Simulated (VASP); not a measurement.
Write the native input for VASP 6.6.1 that does the following.

* Task: single point
* Functional: PBE
* Potentials or basis: VASP PAW PBE potentials, release 64 (Ta_pv, N)
* Cutoff: 520 eV
* k mesh: 2 × 2 × 2, shifted
* Occupations: fermi-dirac, width 0.05 eV
* Spin: no spin polarisation
* Dipole correction: no
* Further INCAR settings: LREAL = Auto; ALGO = Normal; EDIFF = 1e-07; NBANDS = 87

The structure of TaN lies in POSCAR:

```
TaN
1.0
    0.0000000000      5.1179760000      2.8995510000
   -4.4322980000     -2.5589880000      2.8995510000
    4.4322980000     -2.5589880000      2.8995510000
Ta N
9 9
Direct
    0.3905994898      0.7270911944      0.3976553126
    0.7205051882      0.7246108283      0.0594120984
    0.3854250686      0.3961135933      0.7263192789
    0.3826220321      0.0506978760      0.0566200861
    0.7217478852      0.3870176674      0.3941236878
    0.0567909044      0.7264995879      0.7194249282
    0.0602826390      0.3890521338      0.0449507218
    0.7285831098      0.0512443589      0.7301066556
    0.0592525452      0.0556766389      0.3735981776
    0.3233942193      0.6555654733      0.0029150874
    0.6747176868      0.6822113393      0.6689504981
    0.3376770399      0.3316852353      0.3284487652
    0.3368166756      0.0053470496      0.6650111787
    0.6674705622      0.3389510717      0.0118467118
   -0.0078084709      0.6672548312      0.3380411817
    0.0070037573      0.3154892817      0.6561112345
    0.6666795097      1.0039948878      0.3363680721
   -0.0056874951      1.0054896493     -0.0034558233
```

This cell differs from its parent crystal: dynamics (npt langevin) at 450 K, volume x 1.01, from the last frame before.

These files were run (other wordings do the same):

INCAR

```
PREC     = Accurate       # precision mode
ENCUT    = 520            # plane-wave cutoff, eV
EDIFF    = 1E-7           # SCF threshold, eV
ISMEAR   = -1             # smearing method
SIGMA    = 0.05           # smearing width, eV
LREAL    = Auto         
LASPH    = T              # aspherical terms in the spheres
NELM     = 80             # most SCF steps
ALGO     = Normal         # electronic algorithm
ISIF     = 2              # what is computed and relaxed
LWAVE    = F              # write WAVECAR
LCHARG   = T              # write CHGCAR
GGA      = PE             # functional
LELF     = T              # ELF
LVHAR    = T            
NBANDS   = 87             # bands
```

KPOINTS

```
Automatic mesh
0
Gamma
  2 2 2
  0.5 0.5 0.5
```

Potentials or basis: VASP PAW PBE potentials, release 64 (Ta_pv, N).

Launch:

```console
$ cat potpaw_PBE.64/Ta_pv/POTCAR potpaw_PBE.64/N/POTCAR > POTCAR
$ mpirun -np 1 vasp_std > vasp.out
```

It gave:

* Pressure: 0.9 GPa
* Largest force: 2.308 eV/Å
* Band gap on the k mesh: 1.09 eV

Caveat: the atoms stand as in a frame of molecular dynamics; spin-orbit coupling is left out, which moves the levels of the heavy elements; a shifted mesh leaves out Γ, where band edges can lie; forces of over 1 eV/Å act on the atoms, so gaps and moduli don't describe the material at rest.

Run time: 5 min on 1 thread of Intel Xeon 8259CL (shared host), peak memory 0.34 GiB.
